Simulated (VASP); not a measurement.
# CdF2 (Fm-3m) in VASP: a series of runs

The runs below take CdF2 through single point, with r2SCAN.

All numbers are computed with VASP 6.6.1; they aren't measurements. Logs are shortened: lines on timing, memory, paths and dates and some standing lists are left out, and cuts for length are marked.

## (1) The cell of the first run

The structure is cubic, space group Fm-3m (No. 225). The conventional cell has a = 5.278 Å, b = 5.278 Å, c = 5.278 Å, α = 90.00°, β = 90.00°, γ = 90.00°. Cd (site symmetry m-3m) has 8 F at 2.29 Å within 3.0 Å. Within 3.0 Å of F (site symmetry -43m) lie 4 Cd at 2.29 Å and 6 F at 2.64 Å.

## (2) Single point, r2SCAN (volume changed by -6%)

Contents of POSCAR:

```
CdF2
1.0
    0.0000000000      2.6391790280      2.6391790280
    2.6391790280      0.0000000000      2.6391790280
    2.6391790280      2.6391790280      0.0000000000
Cd F
1 2
Direct
    0.0000000000      0.0000000000      0.0000000000
    0.2500000000      0.2500000000      0.2500000000
    0.7500000000      0.7500000000      0.7500000000
```

Contents of INCAR.step1:

```
SYSTEM = CdF2
PREC = Accurate
ENCUT = 520
ISMEAR = 0
SIGMA = 0.01
LREAL = .FALSE.
LASPH = .TRUE.
NELM = 60
NBANDS = 20
GGA = PE
ALGO = Normal
EDIFF = 1E-4
LWAVE = .TRUE.
LCHARG = .FALSE.
```

Contents of INCAR.step2:

```
SYSTEM = CdF2
PREC = Accurate
ENCUT = 520
EDIFF = 1E-6
ISMEAR = 0
SIGMA = 0.01
LREAL = .FALSE.
LASPH = .TRUE.
NELM = 60
ALGO = Normal
ISIF = 2
LWAVE = .FALSE.
LCHARG = .FALSE.
METAGGA = R2SCAN
LMIXTAU = .TRUE.
NBANDS = 20
ISTART = 1
```

Contents of KPOINTS:

```
regular mesh
0
G
  6 6 6
  0 0 0
```

Potentials or basis: VASP PAW PBE potentials, release 64 (Cd, F).

Started as:

```sh
$ cat potpaw_PBE.64/Cd/POTCAR potpaw_PBE.64/F/POTCAR > POTCAR
$ cp INCAR.step1 INCAR
$ mpirun -np 1 vasp_std > vasp.out
$ cp INCAR.step2 INCAR
$ mpirun -np 1 vasp_std > vasp.out
```

OUTCAR:

```text
SYSTEM = CdF2
   PREC = Accurate
   ENCUT = 520
   EDIFF = 1E-6
   ISMEAR = 0
   LREAL = .FALSE.
   LASPH = .TRUE.
   NELM = 60
   ISIF = 2
   METAGGA = R2SCAN
   ISTART = 1

 ion  position               nearest neighbor table
   1  0.000  0.000  0.000-   3 2.29   3 2.29   3 2.29   2 2.29   3 2.29   2 2.29   2 2.29   2 2.29

   2  0.250  0.250  0.250-   1 2.29   1 2.29   1 2.29   1 2.29
   3  0.750  0.750  0.750-   1 2.29   1 2.29   1 2.29   1 2.29

  LATTYP: Found a face centered cubic cell.
 ALAT       =     5.2783580560

  Lattice vectors:

 A1 = (   0.0000000000,   2.6391790280,   2.6391790280)
 A2 = (   2.6391790280,   0.0000000000,   2.6391790280)
 A3 = (   2.6391790280,   2.6391790280,   0.0000000000)

Analysis of symmetry for initial positions (statically):
=====================================================================
 Subroutine PRICEL returns:
 Original cell was already a primitive cell.

 Routine SETGRP: Setting up the symmetry group for a
 face centered cubic supercell.

 Subroutine GETGRP returns: Found 48 space group operations
 (whereof 48 operations were pure point group operations)
 out of a pool of 48 trial point group operations.

The static configuration has the point symmetry O_h .

Analysis of symmetry for dynamics (positions and initial velocities):
=====================================================================
 Subroutine PRICEL returns:
 Original cell was already a primitive cell.

 Routine SETGRP: Setting up the symmetry group for a
 face centered cubic supercell.

 Subroutine GETGRP returns: Found 48 space group operations
 (whereof 48 operations were pure point group operations)
 out of a pool of 48 trial point group operations.

The dynamic configuration has the point symmetry O_h .

 Subroutine INISYM returns: Found 48 space group operations
 (whereof 48 operations are pure point group operations),
 and found     1 'primitive' translations

----------------------------------------------------------------------------------------

                                     Primitive cell

  volume of cell :      36.7652

  direct lattice vectors                    reciprocal lattice vectors
     0.000000000  2.639179028  2.639179028    -0.189452854  0.189452854  0.189452854
     2.639179028  0.000000000  2.639179028     0.189452854 -0.189452854  0.189452854
     2.639179028  2.639179028  0.000000000     0.189452854  0.189452854 -0.189452854

  length of vectors
     3.732362775  3.732362775  3.732362775     0.328141969  0.328141969  0.328141969

  position of ions in fractional coordinates (direct lattice)
     0.000000000  0.000000000  0.000000000
     0.250000000  0.250000000  0.250000000
     0.750000000  0.750000000  0.750000000

  ion indices of the primitive-cell ions
   primitive index   ion index
                 1           1
                 2           2
                 3           3

----------------------------------------------------------------------------------------

 KPOINTS: regular mesh

Automatic generation of k-mesh.
 Grid dimensions read from file:
 generate k-points for:    6    6    6

 Generating k-lattice:

  Cartesian coordinates                     Fractional coordinates (reciprocal lattice)
    -0.031575476  0.031575476  0.031575476     0.166666667  0.000000000  0.000000000
     0.031575476 -0.031575476  0.031575476     0.000000000  0.166666667  0.000000000
     0.031575476  0.031575476 -0.031575476     0.000000000  0.000000000  0.166666667

  Length of vectors
     0.054690328  0.054690328  0.054690328

  Shift w.r.t. Gamma in fractional coordinates (k-lattice)
     0.000000000  0.000000000  0.000000000

 Subroutine IBZKPT returns following result:
 ===========================================

 Found     16 irreducible k-points:

 Following reciprocal coordinates:
            Coordinates               Weight
  0.000000  0.000000  0.000000      1.000000
  0.166667  0.000000  0.000000      8.000000
  0.333333  0.000000  0.000000      8.000000
  0.500000  0.000000  0.000000      4.000000
  0.166667  0.166667  0.000000      6.000000
  0.333333  0.166667  0.000000     24.000000
[... 8 lines left out ...]
 -0.333333  0.333333  0.166667     24.000000
 -0.333333  0.500000  0.166667     12.000000
   k-points           NKPTS =     16   k-points in BZ     NKDIM =     16   number of bands    NBANDS=     20
   number of dos      NEDOS =    301   number of ions     NIONS =      3
   total plane-waves  NPLWV =  21952
   dimension x,y,z NGX =    28 NGY =   28 NGZ =   28
   dimension x,y,z NGXF=    56 NGYF=   56 NGZF=   56
   ions per type =               1   2
   NGX,Y,Z   is equivalent  to a cutoff of  12.47, 12.47, 12.47 a.u.
   NGXF,Y,Z  is equivalent  to a cutoff of  24.94, 24.94, 24.94 a.u.
 SYSTEM =  CdF2
   PREC   = accura    normal or accurate (medium, high low for compatibility)
   ISTART =      1    job   : 0-new  1-cont  2-samecut
   ICHARG =      0    charge: 1-file 2-atom 10-const
   ISPIN  =      1    spin polarized calculation?
   LNONCOLLINEAR =      F non collinear calculations
   LSORBIT =      F    spin-orbit coupling
   LASPH  =      T    aspherical Exc in radial PAW
   ENCUT  =  520.0 eV  38.22 Ry    6.18 a.u.   6.94  6.94  6.94*2*pi/ulx,y,z
   NELM   =     60;   NELMIN=  2; NELMDL=  0     # of ELM steps
   EDIFF  = 0.1E-05   stopping-criterion for ELM
   LREAL  =      F    real-space projection
   EDIFFG = 0.1E-04   stopping-criterion for IOM
   NSW    =      0    number of steps for IOM
   IBRION =     -1    ionic relax: 0-MD 1-quasi-New 2-CG
   NFREE  =      0    steps in history (QN), initial steepest desc. (CG)
   ISIF   =      2    stress and relaxation
   ISYM   =      2    0-nonsym 1-usesym 2-fastsym
   POTIM  = 0.5000    time-step for ionic-motion
   TEBEG  =    0.0;   TEEND  =   0.0 temperature during run
   PSTRESS=    0.0 pullay stress
   NELECT =      26.0000    total number of electrons
   NUPDOWN=      -1.0000    fix difference up-down
   EMIN   =  10.00;   EMAX   =-10.00  energy-range for DOS
   EFERMI =   0.00;   METHOD = LEGACY
   ISMEAR =     0;   SIGMA  =   0.01  broadening in eV -4-tet -1-fermi 0-gaus
   EFERMI_NEDOS =   21; number of points for ismear=-14 and -15
   IALGO  =     38    algorithm
   IMIX   =      4    mixing-type and parameters
     AMIX     =   0.40;   BMIX     =  1.00
     AMIX_MAG =   1.60;   BMIX_MAG =  1.00
  volume/ion in A,a.u.               =      12.26        82.70
  Fermi-wavevector in a.u.,A,eV,Ry     =   1.458547  2.756254 28.944481  2.127359
  Thomas-Fermi vector in A             =   2.575219
   LORBIT       =      0    0 simple, 1 ext, 2 COOP (PROOUT), +10 PAW based schemes
   METAGGA = R2SCAN    functional components
   LHFCALC =     F    Hartree Fock is set to
   AEXX    =    0.0000 exact exchange contribution
   IVDW    =     0    specifies the selected vdW correction
   LEPSILON=     F    determine dielectric tensor
   LRPA    =     F    only Hartree local field effects (RPA)
 non-spin polarized calculation
 Gauss-broadening in eV      SIGMA  =   0.01
  energy-cutoff  :      520.00
  volume of cell :       36.77
 maximum number of plane-waves:      1002
   NGX = 13   NGY = 13   NGZ = 13

 number of electron      26.0000022 magnetization

 Free energy of the ion-electron system (eV)
  ---------------------------------------------------
  ext. energy  EPLUGINS =         0.00000000
  ---------------------------------------------------
  free energy    TOTEN  =       -33.64076201 eV

  energy without entropy =      -33.64076201  energy(sigma->0) =      -33.64076201

 E-fermi :  -1.2406     XC(G=0): -11.4128

 val. band max:       -1.4011960860   @ k =  -0.3333   0.5000   0.1667
 cond. band min:       2.5952870332   @ k =   0.0000   0.0000   0.0000
 fundamental gap:      3.9964831192
 Fermi energy:        -1.2406474803

 k-point     1 :       0.0000    0.0000    0.0000
  band No.  band energies     occupation
      1     -23.6910      2.00000
      2     -22.4446      2.00000
      3      -7.2401      2.00000
      4      -7.2401      2.00000
      5      -7.2401      2.00000
      6      -5.6973      2.00000
[... 12 lines left out ...]
     19      19.9559      0.00000
     20      19.9559      0.00000

 k-point     2 :       0.1667    0.0000    0.0000
  band No.  band energies     occupation
      1     -23.5941      2.00000
      2     -22.5342      2.00000
      3      -7.1211      2.00000
      4      -7.1210      2.00000
      5      -6.8991      2.00000
      6      -5.7376      2.00000
[... 12 lines left out ...]
     19      19.3247      0.00000
     20      19.3247      0.00000

 k-point     3 :       0.3333    0.0000    0.0000
  band No.  band energies     occupation
      1     -23.3499      2.00000
      2     -22.7569      2.00000
      3      -6.9031      2.00000
      4      -6.9031      2.00000
      5      -6.0490      2.00000
      6      -5.7186      2.00000
[... 12 lines left out ...]
     19      18.4452      0.00000
     20      19.3666      0.00000

 k-point     4 :       0.5000    0.0000    0.0000
  band No.  band energies     occupation
      1     -23.0906      2.00000
      2     -23.0029      2.00000
      3      -6.8222      2.00000
      4      -6.8221      2.00000
      5      -5.6166      2.00000
      6      -5.6166      2.00000
[... 12 lines left out ...]
     19      18.0396      0.00000
     20      18.7420      0.00000

 k-point     5 :       0.1667    0.1667    0.0000
  band No.  band energies     occupation
      1     -23.5660      2.00000
      2     -22.5571      2.00000
      3      -7.0639      2.00000
      4      -7.0639      2.00000
      5      -6.8012      2.00000
      6      -5.9087      2.00000
[... 12 lines left out ...]
     19      20.2294      0.00000
     20      20.3892      0.00000

 k-point     6 :       0.3333    0.1667    0.0000
  band No.  band energies     occupation
      1     -23.3850      2.00000
      2     -22.7160      2.00000
      3      -6.8377      2.00000
      4      -6.8371      2.00000
      5      -6.1715      2.00000
      6      -6.0794      2.00000
[... 12 lines left out ...]
     19      19.8881      0.00000
     20      21.7843      0.00000

 k-point     7 :       0.5000    0.1667    0.0000
  band No.  band energies     occupation
      1     -23.1351      2.00000
      2     -22.9448      2.00000
      3      -6.7546      2.00000
      4      -6.6751      2.00000
      5      -5.8683      2.00000
      6      -5.6358      2.00000
[... 12 lines left out ...]
     19      18.9749      0.00000
     20      21.5404      0.00000
[... 93 lines left out ...]
 k-point    12 :      -0.3333    0.3333    0.0000
  band No.  band energies     occupation
      1     -23.0409      2.00000
      2     -23.0168      2.00000
      3      -6.7441      2.00000
      4      -6.3218      2.00000
      5      -5.9094      2.00000
      6      -5.7700      2.00000
[... 12 lines left out ...]
     19      19.3697      0.00000
     20      22.0591      0.00000

 k-point    13 :       0.5000    0.5000    0.0000
  band No.  band energies     occupation
      1     -23.1662      2.00000
      2     -22.8735      2.00000
      3      -7.0612      2.00000
      4      -6.0493      2.00000
      5      -6.0493      2.00000
      6      -5.5645      2.00000
[... 12 lines left out ...]
     19      19.7842      0.00000
     20      21.5529      0.00000

 k-point    14 :       0.5000    0.3333    0.1667
  band No.  band energies     occupation
      1     -23.2184      2.00000
      2     -22.8554      2.00000
      3      -6.7185      2.00000
      4      -6.5046      2.00000
      5      -6.2258      2.00000
      6      -5.7325      2.00000
[... 12 lines left out ...]
     19      19.3632      0.00000
     20      21.8368      0.00000

 k-point    15 :      -0.3333    0.3333    0.1667
  band No.  band energies     occupation
      1     -23.0401      2.00000
      2     -23.0181      2.00000
      3      -6.6643      2.00000
      4      -6.3802      2.00000
      5      -5.9901      2.00000
      6      -5.8308      2.00000
[... 12 lines left out ...]
     19      18.8555      0.00000
     20      22.1339      0.00000

 k-point    16 :      -0.3333    0.5000    0.1667
  band No.  band energies     occupation
      1     -23.0953      2.00000
      2     -22.9493      2.00000
      3      -6.7849      2.00000
      4      -6.0430      2.00000
      5      -5.9800      2.00000
      6      -5.9634      2.00000
[... 12 lines left out ...]
     19      20.2989      0.00000
     20      21.0374      0.00000

------------------------ aborting loop because EDIFF is reached ----------------------------------------

  FORCE on cell =-STRESS in cart. coord.  units (eV):
  Direction    XX          YY          ZZ          XY          YZ          ZX
  --------------------------------------------------------------------------------------
  -------------------------------------------------------------------------------------
  Total        2.1907633      2.1907633      2.1907633      0.0000000      0.0000000     -0.0000000
  in kB       95.4705653     95.4705653     95.4705653      0.0000000      0.0000000     -0.0000000
  external PRESSURE =      95.4705653 kB  Pullay stress =       0.0000000 kB

 VOLUME and BASIS-vectors are now :
 -----------------------------------------------------------------------------
  energy-cutoff  :      520.00
  volume of cell :       36.77
      direct lattice vectors                 reciprocal lattice vectors
     0.000000000  2.639179028  2.639179028    -0.189452854  0.189452854  0.189452854
     2.639179028  0.000000000  2.639179028     0.189452854 -0.189452854  0.189452854
     2.639179028  2.639179028  0.000000000     0.189452854  0.189452854 -0.189452854

 POSITION                                       TOTAL-FORCE (eV/Angst)
 -----------------------------------------------------------------------------------
      0.00000      0.00000      0.00000         0.000000      0.000000      0.000000
      1.31959      1.31959      1.31959         0.000000      0.000000     -0.000000
      3.95877      3.95877      3.95877        -0.000000     -0.000000      0.000000
 -----------------------------------------------------------------------------------
    total drift:                                0.000000      0.000000      0.000000

  FREE ENERGIE OF THE ION-ELECTRON SYSTEM (eV)
  ---------------------------------------------------
  free  energy   TOTEN  =       -33.6407620140 eV

  energy  without entropy=      -33.6407620140  energy(sigma->0) =      -33.64076201
```

Run time: 34 s. Hardware: 1 thread of Intel Xeon Platinum 8488C (Sapphire Rapids), shared host; peak memory 0.16 GiB.

What came out:

| Property | Result |
| --- | --- |
| Free energy | -33.6408 eV |
| Pressure | 9.5 GPa |
| Band gap on the k mesh | 4.00 eV, indirect (least direct gap 4.39 eV) |

Levels at points of the mesh, in eV from the valence-band top:
```
           k point  band 11  band 12  band 13  band 14  band 15  band 16
(0.00, 0.00, 0.00)    -0.39    -0.39    -0.39     4.00    13.93    13.93
(0.50, 0.00, 0.00)    -2.08    -0.33    -0.33     8.51     9.91    16.20
(0.50, 0.50, 0.00)    -0.63    -0.08    -0.08     9.43    10.93    12.34
```

Caveat: the cell differs from its parent crystal (volume changed by -6%); the PAW data sets were made with another functional, which shifts forces and pressure a little. A k mesh can miss the band edges.

## (3) Single point, r2SCAN (volume changed by -3%)

Contents of POSCAR:

```
CdF2
1.0
    0.0000000000      2.6669619016      2.6669619016
    2.6669619016      0.0000000000      2.6669619016
    2.6669619016      2.6669619016      0.0000000000
Cd F
1 2
Direct
    0.0000000000      0.0000000000      0.0000000000
    0.2500000000      0.2500000000      0.2500000000
    0.7500000000      0.7500000000      0.7500000000
```

Contents of INCAR.step1:

```
SYSTEM = CdF2
PREC = Accurate ; ENCUT = 520
ISMEAR = 0 ; SIGMA = 0.01
LREAL = .False. ; LASPH = .True.
NELM = 80 ; NBANDS = 20
GGA = PE ; ALGO = Normal
EDIFF = 1E-4 ; LWAVE = .True.
LCHARG = .False.
```

Contents of INCAR.step2:

```
SYSTEM = CdF2
PREC = Accurate ; ENCUT = 520
EDIFF = 1E-7 ; ISMEAR = 0
SIGMA = 0.01 ; LREAL = .False.
LASPH = .True. ; NELM = 80
ALGO = Normal ; ISIF = 2
LWAVE = .False. ; LCHARG = .True.
METAGGA = R2SCAN ; LMIXTAU = .True.
LELF = .True. ; LVHAR = .True.
NBANDS = 20 ; ISTART = 1
```

Contents of KPOINTS:

```
regular mesh
0
Gamma
  6 6 6
  0 0 0
```

Potentials or basis: VASP PAW PBE potentials, release 64 (Cd, F).

Started as:

```sh
$ cat potpaw_PBE.64/Cd/POTCAR potpaw_PBE.64/F/POTCAR > POTCAR
$ cp INCAR.step1 INCAR
$ mpirun -np 1 vasp_std > vasp.out
$ cp INCAR.step2 INCAR
$ mpirun -np 1 vasp_std > vasp.out
```

Wall time 39 s (1 thread of Intel Xeon Platinum 8488C (Sapphire Rapids), shared host); peak memory 0.16 GiB.

The run converged. Its results:

```yaml
Free_energy: -33.6958 eV
Pressure: 4.9 GPa
Band_gap_on_the_k_mesh: 3.88 eV, indirect (least direct gap 4.32 eV)
```

Levels at points of the mesh, in eV from the valence-band top:
```tsv
k point	band 9	band 10	band 11	band 12	band 13	band 14	band 15	band 16	band 17	band 18
(0.00, 0.00, 0.00)	-1.05	-1.05	-0.44	-0.44	-0.44	3.88	13.78	13.78	13.78	18.23
(0.50, 0.00, 0.00)	-2.40	-1.95	-1.95	-0.36	-0.36	8.25	9.82	15.90	15.90	19.21
(0.50, 0.50, 0.00)	-3.12	-3.06	-0.56	-0.08	-0.08	9.16	10.75	12.27	15.61	15.61
```

Caveat: the cell differs from its parent crystal (volume changed by -3%); the PAW data sets were made with another functional, which shifts forces and pressure a little. A k mesh can miss the band edges.

## (4) Single point, r2SCAN

This run uses another cell than the first one, of 13.04 Å³/atom, 1.064 times its volume.

Contents of POSCAR:

```
CdF2
1.0
    0.0000000000      2.6941776783      2.6941776783
    2.6941776783      0.0000000000      2.6941776783
    2.6941776783      2.6941776783      0.0000000000
Cd F
1 2
Direct
    0.0000000000      0.0000000000      0.0000000000
    0.2500000000      0.2500000000      0.2500000000
    0.7500000000      0.7500000000      0.7500000000
```

Contents of INCAR.step1:

```
SYSTEM = CdF2
PREC = Accurate
ENCUT = 520
ISMEAR = 0
SIGMA = 0.01
LREAL = .False.
LASPH = .True.
NELM = 100
NBANDS = 20
GGA = PE
ALGO = Normal
EDIFF = 1E-4
LWAVE = .True.
LCHARG = .False.
```

Contents of INCAR.step2:

```
SYSTEM = CdF2
PREC = Accurate
ENCUT = 520
EDIFF = 1E-6
ISMEAR = 0
SIGMA = 0.01
LREAL = .False.
LASPH = .True.
NELM = 100
ALGO = Normal
ISIF = 2
LWAVE = .False.
LCHARG = .True.
METAGGA = R2SCAN
LMIXTAU = .True.
LELF = .True.
LVHAR = .True.
NBANDS = 20
ISTART = 1
```

Contents of KPOINTS:

```
Automatic mesh
0
Gamma
  6 6 6
  0 0 0
```

Started as:

```sh
$ cat potpaw_PBE.64/Cd/POTCAR potpaw_PBE.64/F/POTCAR > POTCAR
$ cp INCAR.step1 INCAR
$ mpirun -np 1 vasp_std > vasp.out
$ cp INCAR.step2 INCAR
$ mpirun -np 1 vasp_std > vasp.out
```

It took 30 s on 1 thread of Intel Xeon Platinum 8488C (Sapphire Rapids), shared host; peak memory 0.16 GiB.

It converged, with:

- Free energy: -33.7195 eV
- Pressure: 1.0 GPa
- Band gap on the k mesh: 3.77 eV, indirect (least direct gap 4.25 eV)

Levels at points of the mesh, in eV from the valence-band top:
```
           k point  band 11  band 12  band 13  band 14  band 15  band 16
(0.00, 0.00, 0.00)    -0.48    -0.48    -0.48     3.77    13.63    13.63
(0.50, 0.00, 0.00)    -1.83    -0.38    -0.38     8.00     9.72    15.61
(0.50, 0.50, 0.00)    -0.49    -0.07    -0.07     8.89    10.56    12.20
```

Caveat: the PAW data sets were made with another functional, which shifts forces and pressure a little. r2SCAN opens gaps a little over a GGA but as a rule still falls short of measured ones.

## (5) Overview

| cell | gap on the mesh (eV) | pressure (GPa) |
| --- | --- | --- |
| a = 3.732 Å, angles 60.0°, 3 atoms | 4.00 | 9.5 |
| a = 3.772 Å, angles 60.0°, 3 atoms | 3.88 | 4.9 |
| a = 3.810 Å, angles 60.0°, 3 atoms | 3.77 | 1.0 |

Alike in all rows: task single point; level r2SCAN; potentials or basis VASP PAW PBE potentials, release 64 (Cd, F); no spin polarisation; k mesh 6 × 6 × 6; cutoff (eV) 520; smearing gaussian 0.01 eV.

Caveats: the PAW data sets were made with another functional, which shifts forces and pressure a little.

Absolute energies hang on the potentials; compare differences alone.
